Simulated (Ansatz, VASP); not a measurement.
## Two plane-wave programs on RbCl

Contents of INCAR:

```
ALGO = Normal
EDIFF = 1E-6
ENCUT = 500
GGA = PE
GGA_COMPAT = F
ISIF = 2
ISMEAR = 0
LASPH = T
LCHARG = F
LREAL = F
LWAVE = F
NBANDS = 15
NELM = 120
PREC = Accurate
SIGMA = 0.01
```

Contents of KPOINTS:

```
k-points
0
Gamma
  5 5 5
```

File POSCAR:

```
RbCl
1.0
    0.0000000000      3.2297513325      3.2297513325
    3.2297513325      0.0000000000      3.2297513325
    3.2297513325      3.2297513325      0.0000000000
Rb Cl
1 1
Direct
    0.0000000000      0.0000000000      0.0000000000
    0.5000000000      0.5000000000      0.5000000000
```

Input for Ansatz:

```yaml
crystal:
  lattice:
    - [0.0, 3.229751332543184, 3.229751332543184]
    - [3.229751332543184, 0.0, 3.229751332543184]
    - [3.229751332543184, 3.229751332543184, 0.0]
  atoms:
    - { symbol: Rb, position: [0.0, 0.0, 0.0] }
    - { symbol: Cl, position: [0.5, 0.5, 0.5] }
basis:
  ecutwfc: 510.0
kpoints:
  mp_grid:
    grid: [5, 5, 5]
hamiltonian:
  xc: pbe
scf:
  occupations:
    method: fixed
output:
  stress: true
```

Alike in both runs: task single point; functional PBE; k mesh 5 × 5 × 5; no spin polarisation.

|  | VASP | Ansatz |
| --- | --- | --- |
| version | VASP 6.6.1 | Ansatz 0.2.0 |
| potentials or method | VASP PAW PBE potentials, release 64 (Rb_sv, Cl), cutoff 500 eV | plane waves, PAW |
| occupations | gaussian, width 0.01 eV | fixed |
| valence electrons in the cell | 16 | 16 |

```tsv
	VASP	Ansatz	Ansatz less VASP
pressure (GPa)	2.0	2.0	-0.01
```
